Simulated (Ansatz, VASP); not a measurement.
**InH3: VASP beside Ansatz**

```xyz
12
Lattice="3.8574 0.0000 0.0000 0.0000 6.5512 0.0000 0.0000 0.0000 7.5656" Properties=species:S:1:pos:R:3 pbc="T T T"
In    0.0000    0.0000    1.8597
In    0.0000    0.0000    5.7059
In    0.0000    3.2756    0.0000
H     1.9287    0.0000    2.0078
H     0.0000    0.0000    0.0000
H     0.0000    0.0000    3.7828
H     0.0000    4.6234    1.4261
H     0.0000    1.9278    1.4261
H     1.9287    0.0000    5.5578
H     0.0000    4.6234    6.1396
H     0.0000    1.9278    6.1396
H     1.9287    3.2756    0.0000
```

Alike in both runs: functional PBE; k mesh 4 × 4 × 2; occupations gaussian, width 0.1 eV; no spin polarisation.

Ansatz relaxed the structure, and its values are those at the end. VASP's run is a single point on that final structure, the one shown.

|  | VASP | Ansatz |
| --- | --- | --- |
| version | VASP 6.6.1 | Ansatz 0.2.0 |
| potentials or method | VASP PAW PBE potentials, release 64 (In_d, H), cutoff 520 eV | scalar-relativistic, plane waves, PAW |
| valence electrons in the cell | 48 | 48 |

|  | VASP | Ansatz | Ansatz less VASP |
| --- | --- | --- | --- |
| gap on the k mesh at the Fermi level (eV) | none | none | - |
| pressure (GPa) | -0.1 | 0.0 | +0.07 |
| rms of the force components (eV/Å) | 0.003 | 0.003 | +0.0005 |

A gap of «none» marks a metal or a gap that the smearing closes. With one functional, cell and mesh, what is left measures potentials, basis and numerics.

The k mesh is coarse, so the values compare programs but aren't converged.
